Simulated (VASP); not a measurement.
A run of VASP 6.6.1 is set up as follows.

INCAR

```
ALGO = Normal ; EDIFF = 1E-6
ENCUT = 520 ; GGA = PE
ISIF = 2 ; ISMEAR = 0
LASPH = True ; LCHARG = False
LREAL = False ; LWAVE = False
NBANDS = 28 ; NELM = 80
PREC = Accurate ; SIGMA = 0.1
```

Contents of KPOINTS:

```
k-points
0
Gamma
  6 6 4
```

Contents of POSCAR:

```
Sn2TeS
1.0
    4.6525988200      0.0000000000      0.0000000000
   -2.3262994100      4.0292687700      0.0000000000
    0.0000000000      0.0000000000      5.8914242700
Sn Te S
2 1 1
Direct
    0.0000000000      0.0000000000      0.2501881100
    0.0000000000      0.0000000000      0.7498118900
    0.3333333300      0.6666666700      0.0000000000
    0.6666666700      0.3333333300      0.5000000000
```

Potentials or basis: VASP PAW PBE potentials, release 64 (Sn_d, Te, S).

The run is started by

```bash
$ cat potpaw_PBE.64/Sn_d/POTCAR potpaw_PBE.64/Te/POTCAR potpaw_PBE.64/S/POTCAR > POTCAR
$ mpirun -np 1 vasp_std > vasp.out
```

(1) Estimate the largest force.

(2) Predict the band gap on the k mesh.

Results:

(1) 1.284 eV/Å.

(2) zero (band 20 reaches 6.77 eV, above the bottom of band 21 at 5.94 eV).

Caveat: spin-orbit coupling is left out, which moves the levels of the heavy elements; forces of over 1 eV/Å act on the atoms, so gaps and moduli don't describe the material at rest.
